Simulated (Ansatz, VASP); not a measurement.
**TaCo3: VASP beside Ansatz**

```
CELL_PARAMETERS angstrom
3.43508 0.00000 0.00000
0.00000 3.43508 0.00000
0.00000 0.00000 3.43508
ATOMIC_POSITIONS crystal
Ta 0.00000 0.00000 0.00000
Co 0.00000 0.50000 0.50000
Co 0.50000 0.00000 0.50000
Co 0.50000 0.50000 0.00000
```

Change from the starting cell: volume scaled by 0.82, no spin polarisation, PAW files.

Alike in both runs: task single point; functional LDA; k mesh 9 × 9 × 9; occupations fermi-dirac, width 0.08 eV; no spin polarisation.

|  | VASP | Ansatz |
| --- | --- | --- |
| version | VASP 6.6.1 | Ansatz 0.2.0 |
| potentials or method | VASP PAW LDA potentials, release 64 (Ta_pv, Co) | PAW with Ansatz's default frozen-core files, scalar-relativistic |
| plane-wave cutoff (eV) | 520 | 420 |
| valence electrons in the cell | 38 | 64 |

Ansatz gave:

```
pressure (GPa) : 38.6
```

**Question.** Estimate VASP's values.

**Answer.** Pressure (GPa): 38.9.

LDA's correlation is that of Perdew and Zunger in VASP and of Perdew and Wang (1992) in Ansatz. Both programs put the cell under a high pressure, so it lies far from rest at this level. VASP's potentials hold 38 valence electrons a cell and Ansatz's 64, so a difference there can come from the potentials and not from the codes.

Spin-orbit coupling is off throughout.
